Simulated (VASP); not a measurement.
Input of a VASP 6.6.1 run:

INCAR

```
PREC = Accurate
ENCUT = 500
EDIFF = 1E-6
ISMEAR = -1
SIGMA = 0.01
LREAL = F
LASPH = T
NELM = 120
ALGO = Normal
ISIF = 2
LWAVE = F
LCHARG = F
GGA = CA
NBANDS = 15
GGA_COMPAT = F
```

File KPOINTS:

```
Automatic mesh
0
Gamma
  7 7 7
```

Contents of POSCAR:

```
CsI
1.0
    4.5360500832      0.0000000000      0.0000000000
    0.0000000000      4.5360500832      0.0000000000
    0.0000000000      0.0000000000      4.5360500832
Cs I
1 1
Direct
    0.0000000000      0.0000000000      0.0000000000
    0.5000000000      0.5000000000      0.5000000000
```

Potentials or basis: VASP PAW LDA potentials, release 64 (Cs_sv, I).

The run is started by

```console
$ cat potpaw_LDA.64/Cs_sv/POTCAR potpaw_LDA.64/I/POTCAR > POTCAR
$ mpirun -np 1 vasp_std > vasp.out
```

Question: Estimate the pressure.

Answer: -1.2 GPa.

Question: Estimate the band gap on the k mesh.

Answer: 3.63 eV, indirect (least direct gap 3.69 eV).

Caveat: spin-orbit coupling is left out, which moves the levels of the heavy elements. A k mesh can miss the band edges.
